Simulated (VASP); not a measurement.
Set up this calculation in VASP 6.6.1, as the native input.

| Property | Result |
| --- | --- |
| Task | single point |
| Functional | PBEsol |
| Potentials or basis | VASP PAW PBE potentials, release 64 (Al, Ni) |
| Cutoff | 520 eV |
| k mesh | 9 × 9 × 1 |
| Occupations | gaussian, width 0.1 eV |
| Spin | no spin polarisation |
| Dipole correction | yes |
| Further INCAR settings | ALGO = Fast; EDIFF = 1e-06; NBANDS = 52 |

The structure of Al7Ni6 lies in POSCAR:

```
Al7Ni6
1.0
    4.0477133473      0.0000000000      0.0000000000
   -2.0238566737      3.5054225860      0.0000000000
    0.0000000000      0.0000000000     24.9148323261
Al Ni
7 6
Direct
    0.6666666667      0.3333333333      0.3010255057
    0.3333333333      0.6666666667      0.3673503371
    0.0000000000      0.0000000000      0.4336751686
    0.6666666667      0.3333333333      0.5000000000
    0.3333333333      0.6666666667      0.5663248314
    0.0000000000      0.0000000000      0.6326496629
    0.6666666667      0.3333333333      0.6989744943
    0.0000000000      0.0000000000      0.3341879214
    0.6666666667      0.3333333333      0.4005127528
    0.3333333333      0.6666666667      0.4668375843
    0.0000000000      0.0000000000      0.5331624157
    0.6666666667      0.3333333333      0.5994872472
    0.3333333333      0.6666666667      0.6658120786
```

One way to write it, as run:

INCAR

```
PREC     = Accurate       # precision mode
ENCUT    = 520            # plane-wave cutoff, eV
EDIFF    = 1E-6           # SCF threshold, eV
ISMEAR   = 0              # smearing method
SIGMA    = 0.1            # smearing width, eV
LREAL    = F              # projectors in reciprocal space
LASPH    = T              # aspherical terms in the spheres
NELM     = 80             # most SCF steps
ALGO     = Fast           # electronic algorithm
ISIF     = 2              # what is computed and relaxed
LWAVE    = F              # write WAVECAR
LCHARG   = F              # write CHGCAR
LDIPOL   = T            
IDIPOL   = 3            
DIPOL    = 0.5 0.5 0.500
GGA      = PS             # functional
NBANDS   = 52             # bands
```

KPOINTS

```
Automatic mesh
0
Gamma
  9 9 1
```

Potentials or basis: VASP PAW PBE potentials, release 64 (Al, Ni).

Run with:

```bash
$ cat potpaw_PBE.64/Al/POTCAR potpaw_PBE.64/Ni/POTCAR > POTCAR
$ mpirun -np 1 vasp_std > vasp.out
```

It gave:

```json
{
 "Largest force": "0.516 eV/Å",
 "Band gap on the k mesh": "zero (an odd number of electrons rules out a gap without spin polarisation)"
}
```

Caveat: the PAW data sets were made with another functional, which shifts forces and pressure a little.

Wall time 11 min on 1 thread of Intel(R) Xeon(R) Platinum 8559C (Emerald Rapids), on a shared host, peak memory 0.49 GiB.
